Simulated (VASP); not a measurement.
# Ir (Fm-3m) in VASP: a series of runs, part 2 of 2

VASP 6.6.1.

### Step 3. Single point, r2SCAN

This run uses another cell than the first one, of 14.20 Å³/atom, 0.992 times its volume.

Contents of POSCAR:

```
Ir
1.0
    0.0000000000      1.9220887788      1.9220887788
    1.9220887788      0.0000000000      1.9220887788
    1.9220887788      1.9220887788      0.0000000000
Ir
1
Direct
    0.0000000000      0.0000000000      0.0000000000
```

Contents of INCAR.step1:

```
SYSTEM = Ir
ALGO = Normal
EDIFF = 1E-4
ENCUT = 520
GGA = PE
ISMEAR = 0
LASPH = .TRUE.
LCHARG = .FALSE.
LREAL = .FALSE.
LWAVE = .TRUE.
NBANDS = 10
NELM = 100
PREC = Accurate
SIGMA = 0.1
```

Contents of INCAR.step2:

```
SYSTEM = Ir
ALGO = Normal
EDIFF = 1E-6
ENCUT = 520
ISIF = 2
ISMEAR = 0
ISTART = 1
LASPH = .TRUE.
LCHARG = .FALSE.
LMIXTAU = .TRUE.
LREAL = .FALSE.
LWAVE = .FALSE.
METAGGA = R2SCAN
NBANDS = 10
NELM = 100
PREC = Accurate
SIGMA = 0.1
```

Contents of KPOINTS:

```
k-points
0
G
  18 18 18
  0 0 0
```

Potentials or basis: VASP PAW PBE potentials, release 64 (Ir).

Run with:

```console
> cat potpaw_PBE.64/Ir/POTCAR > POTCAR
> cp INCAR.step1 INCAR
> mpirun -np 1 vasp_std > vasp.out
> cp INCAR.step2 INCAR
> mpirun -np 1 vasp_std > vasp.out
```

OUTCAR:

```text
SYSTEM = Ir
   EDIFF = 1E-6
   ENCUT = 520
   ISIF = 2
   ISMEAR = 0
   ISTART = 1
   LASPH = .TRUE.
   LREAL = .FALSE.
   METAGGA = R2SCAN
   NELM = 100
   PREC = Accurate

 ion  position               nearest neighbor table
   1  0.000  0.000  0.000-

  LATTYP: Found a face centered cubic cell.
 ALAT       =     3.8441775576

  Lattice vectors:

 A1 = (   0.0000000000,   1.9220887788,   1.9220887788)
 A2 = (   1.9220887788,   0.0000000000,   1.9220887788)
 A3 = (   1.9220887788,   1.9220887788,   0.0000000000)

[... 482 lines left out ...]
      3       6.5843      2.00000
      4       6.6802      2.00000
      5       8.5604      2.00000
      6       9.4474      2.00000
      7      25.1015      0.00000
      8      27.8586      0.00000
      9      33.1870      0.00000
     10      34.5723      0.00000

 [... further k-points ...]
[... 5 lines left out ...]
  --------------------------------------------------------------------------------------
  -------------------------------------------------------------------------------------
  Total        0.2201436      0.2201436      0.2201436      0.0000000      0.0000000      0.0000000
  in kB       24.8351220     24.8351220     24.8351220      0.0000000      0.0000000      0.0000000
  external PRESSURE =      24.8351220 kB  Pullay stress =       0.0000000 kB

 VOLUME and BASIS-vectors are now :
 -----------------------------------------------------------------------------
  energy-cutoff  :      520.00
  volume of cell :       14.20
      direct lattice vectors                 reciprocal lattice vectors
     0.000000000  1.922088779  1.922088779    -0.260133666  0.260133666  0.260133666
     1.922088779  0.000000000  1.922088779     0.260133666 -0.260133666  0.260133666
     1.922088779  1.922088779  0.000000000     0.260133666  0.260133666 -0.260133666

 POSITION                                       TOTAL-FORCE (eV/Angst)
 -----------------------------------------------------------------------------------
      0.00000      0.00000      0.00000         0.000000      0.000000      0.000000
 -----------------------------------------------------------------------------------
    total drift:                                0.000000     -0.000000     -0.000000

  FREE ENERGIE OF THE ION-ELECTRON SYSTEM (eV)
  ---------------------------------------------------
  free  energy   TOTEN  =       -52.3697035658 eV

  energy  without entropy=      -52.3647300110  energy(sigma->0) =      -52.36721679
```

OUTCAR.step1:

```text
SYSTEM = Ir
   EDIFF = 1E-4
   ENCUT = 520
   GGA = PE
   ISMEAR = 0
   LASPH = .TRUE.
[... 529 lines left out ...]
 -----------------------------------------------------------------------------------
      0.00000      0.00000      0.00000        -0.000000      0.000000     -0.000000
 -----------------------------------------------------------------------------------
    total drift:                                0.000000     -0.000000     -0.000000

  FREE ENERGIE OF THE ION-ELECTRON SYSTEM (eV)
  ---------------------------------------------------
  free  energy   TOTEN  =        -8.8458264849 eV

  energy  without entropy=       -8.8406799145  energy(sigma->0) =       -8.84325320
```

OSZICAR.step1:

```text
N       E                     dE             d eps       ncg     rms          rms(c)
DAV:   1     0.475859426872E+02    0.47586E+02   -0.43545E+03  3932   0.816E+02
DAV:   2    -0.850865023183E+01   -0.56095E+02   -0.53362E+02  3992   0.196E+02
DAV:   3    -0.939282340271E+01   -0.88417E+00   -0.88121E+00  4534   0.299E+01
DAV:   4    -0.940094580753E+01   -0.81224E-02   -0.81210E-02  4398   0.264E+00
DAV:   5    -0.940110719118E+01   -0.16138E-03   -0.16138E-03  4514   0.355E-01    0.151E+01
DAV:   6    -0.893789667802E+01    0.46321E+00   -0.80717E-01  4354   0.110E+01    0.620E+00
DAV:   7    -0.885193487947E+01    0.85962E-01   -0.25906E-01  4654   0.575E+00    0.148E+00
DAV:   8    -0.884805828633E+01    0.38766E-02   -0.22406E-03  4252   0.518E-01    0.855E-01
DAV:   9    -0.884581992533E+01    0.22384E-02   -0.15390E-03  4436   0.546E-01    0.129E-02
DAV:  10    -0.884582648485E+01   -0.65595E-05   -0.76437E-06  2102   0.257E-02
   1 F= -.88458265E+01 E0= -.88432532E+01  d E =-.514657E-02
```

Wall time 72 s (1 thread of Intel Xeon Platinum 8259CL at 2.50GHz (Skylake/Cascade Lake), shared host); peak memory 0.15 GiB.

What came out:

```yaml
Free_energy: -52.3697 eV
Pressure: 2.5 GPa
```

Caveat: the PAW data sets were made with another functional, which shifts forces and pressure a little; spin-orbit coupling is left out, which moves the levels of the heavy elements.

### Step 4. Relaxation of cell and atoms, r2SCAN

Contents of POSCAR:

```
Ir
1.0
    0.0000000000      1.9269646700      1.9269646700
    1.9269646700      0.0000000000      1.9269646700
    1.9269646700      1.9269646700      0.0000000000
Ir
1
Direct
    0.0000000000      0.0000000000      0.0000000000
```

Contents of INCAR.step1:

```
SYSTEM = Ir
ALGO = Normal ; EDIFF = 1E-4
ENCUT = 600 ; GGA = PE
ISMEAR = 0 ; LASPH = .True.
LCHARG = .False. ; LREAL = .False.
LWAVE = .True. ; NELM = 80
PREC = Accurate ; SIGMA = 0.1
```

Contents of INCAR.step2:

```
SYSTEM = Ir
ALGO = Normal ; EDIFF = 1E-7
EDIFFG = -0.005 ; ENCUT = 600
IBRION = 2 ; ISIF = 3
ISMEAR = 0 ; ISTART = 1
LASPH = .True. ; LCHARG = .False.
LMIXTAU = .True. ; LREAL = .False.
LWAVE = .False. ; METAGGA = R2SCAN
NELM = 80 ; NSW = 100
PREC = Accurate ; SIGMA = 0.1
```

Contents of KPOINTS:

```
k-points
0
Gamma
  18 18 18
  0 0 0
```

Run with:

```console
> cat potpaw_PBE.64/Ir/POTCAR > POTCAR
> cp INCAR.step1 INCAR
> mpirun -np 1 vasp_std > vasp.out
> cp INCAR.step2 INCAR
> mpirun -np 1 vasp_std > vasp.out
```

Wall time 2.6 min (1 thread of Intel Xeon Platinum 8259CL at 2.50GHz (Skylake/Cascade Lake), shared host); peak memory 0.17 GiB.

The run converged. Its results:

```yaml
Free_energy: -52.3703 eV
Relaxed_volume: 14.29 Å³/atom
Relaxed_cell: a = 2.724 Å, b = 2.724 Å, c = 2.724 Å, α = 60.00°, β = 60.00°, γ = 60.00°
Space_group_after_relaxing_to_0.05_Å: Fm-3m (No. 225)
Energy_gained_by_relaxing: 0.0 meV/atom
Ionic_steps: 3
Pressure_after_relaxing: 0.0 GPa
```

Final structure:
```xyz
1
Lattice="0.0000 1.9263 1.9263 1.9263 0.0000 1.9263 1.9263 1.9263 0.0000" Properties=species:S:1:pos:R:3 pbc="T T T"
Ir    0.0000    0.0000    0.0000
```

Levels at points of the mesh, in eV from the Fermi level:
| k point | band 1 | band 2 | band 3 | band 4 | band 5 | band 6 | band 7 | band 8 |
| --- | --- | --- | --- | --- | --- | --- | --- | --- |
| (0.00, 0.00, 0.00) | -11.46 | -3.98 | -3.98 | -3.98 | -1.32 | -1.32 | 15.08 | 20.88 |
| (0.50, 0.00, 0.00) | -8.35 | -4.13 | -4.13 | -0.72 | 0.87 | 0.87 | 7.51 | 14.71 |
| (0.50, 0.50, 0.00) | -8.13 | -7.55 | 0.78 | 1.50 | 1.50 | 1.74 | 10.88 | 12.23 |

Caveat: the PAW data sets were made with another functional, which shifts forces and pressure a little; spin-orbit coupling is left out, which moves the levels of the heavy elements.

### Step 5. The runs side by side

```tsv
task	cell	k mesh	cutoff (eV)	gap on the mesh (eV)	pressure (GPa)
single point	a = 2.725 Å, angles 60.0°, 1 atom	8 × 8 × 8	550	none	1.0
single point	a = 2.718 Å, angles 60.0°, 1 atom	18 × 18 × 18	520	none	2.5
relaxation of cell and atoms	relaxed from a = 2.725 Å, angles 60.0°, 1 atom	18 × 18 × 18	600	none	0.0
```

Alike in all rows: level r2SCAN; potentials or basis VASP PAW PBE potentials, release 64 (Ir); no spin polarisation; smearing gaussian 0.1 eV.

Caveats: the PAW data sets were made with another functional, which shifts forces and pressure a little; spin-orbit coupling is left out, which moves the levels of the heavy elements.

Total energies depend on the potentials used, so only differences within one code and one set of settings carry meaning.
